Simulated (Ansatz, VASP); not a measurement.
**Ni: VASP beside Ansatz**

```
Ni
1.0
     2.51463    0.00000    0.00000
    -1.25731    2.17773    0.00000
     0.00000    0.00000    3.98198
Ni
2
Direct
  0.33333 0.66667 0.25000
  0.66666 0.33333 0.75000
```

Alike in both runs: task single point; functional r2SCAN; k mesh 11 × 11 × 6; occupations fermi-dirac, width 0.032 eV; collinear spin.

```csv
,VASP,Ansatz
version,VASP 6.6.1,Ansatz 0.2.0
potentials or method,"VASP PAW PBE potentials, release 64 (Ni), cutoff 520 eV",PAW plane waves
valence electrons in the cell,20,36
```

```tsv
	VASP	Ansatz	Ansatz less VASP
pressure (GPa)	-6.0	-6.5	-0.46
traceless stress, the component that is largest in VASP (GPa)	9.91	10.43	+0.519
net moment per atom (μB)	0.00	0.00	0.000
size of the moment on the site where the two differ most (μB)	0.52	0.56	+0.038
```

VASP's potentials were made for PBE, not for r2SCAN. Site moments also hang on the region over which each program counts them. VASP's potentials hold 20 valence electrons a cell and Ansatz's 36, so a difference there can come from the potentials and not from the codes. Ansatz's warnings: stability check not made, structure snapped to symmetry.
